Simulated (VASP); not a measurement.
Write the native input for VASP 6.6.1 that does the following.

```yaml
Task: single point
Functional: r2SCAN
Potentials_or_basis: VASP PAW PBE potentials, release 64 (Ga_d, N)
Cutoff: 520 eV
k_mesh: 8 × 8 × 4
Occupations: gaussian, width 0.01 eV
Spin: no spin polarisation
Dipole_correction: no
Further_INCAR_settings: ALGO = Normal; EDIFF = 1e-06; NBANDS = 26
```

GaN:

```
Ga N
1.0
     3.16235    0.00000    0.00000
    -1.58118    2.73868    0.00000
     0.00000    0.00000    5.14984
Ga N
2 2
Direct
  0.33333 0.66667 0.99913
  0.66667 0.33333 0.49913
  0.33333 0.66667 0.37587
  0.66667 0.33333 0.87587
```

One way to write it, as run:

POSCAR

```
GaN
1.0
    3.1623545186      0.0000000000      0.0000000000
   -1.5811772593      2.7386793489      0.0000000000
    0.0000000000      0.0000000000      5.1498438870
Ga N
2 2
Direct
    0.3333333333      0.6666666667     -0.0008663460
    0.6666666667      0.3333333333      0.4991336540
    0.3333333333      0.6666666667      0.3758663460
    0.6666666667      0.3333333333      0.8758663460
```

INCAR.step1

```
PREC = Accurate
ENCUT = 520
ISMEAR = 0
SIGMA = 0.01
LREAL = False
LASPH = True
NELM = 80
NBANDS = 26
GGA = PE
ALGO = Normal
EDIFF = 1E-4
LWAVE = True
LCHARG = False
```

INCAR.step2

```
PREC = Accurate
ENCUT = 520
EDIFF = 1E-6
ISMEAR = 0
SIGMA = 0.01
LREAL = False
LASPH = True
NELM = 80
ALGO = Normal
ISIF = 2
LWAVE = False
LCHARG = False
METAGGA = R2SCAN
LMIXTAU = True
NBANDS = 26
ISTART = 1
```

KPOINTS

```
Automatic mesh
0
Gamma
  8 8 4
```

Potentials or basis: VASP PAW PBE potentials, release 64 (Ga_d, N).

The run is started by

```sh
$ cat potpaw_PBE.64/Ga_d/POTCAR potpaw_PBE.64/N/POTCAR > POTCAR
$ cp INCAR.step1 INCAR
$ mpirun -np 1 vasp_std > vasp.out
$ cp INCAR.step2 INCAR
$ mpirun -np 1 vasp_std > vasp.out
```

It gave:

```json
{
 "Pressure": "5.2 GPa",
 "Largest force": "0.006 eV/Å",
 "Band gap on the k mesh": "2.48 eV, direct"
}
```

Caveat: the PAW data sets were made with another functional, which shifts forces and pressure a little.

It took 43 s on 1 thread of Intel(R) Xeon(R) 6975P-C (Granite Rapids), on a shared host, peak memory 0.18 GiB.
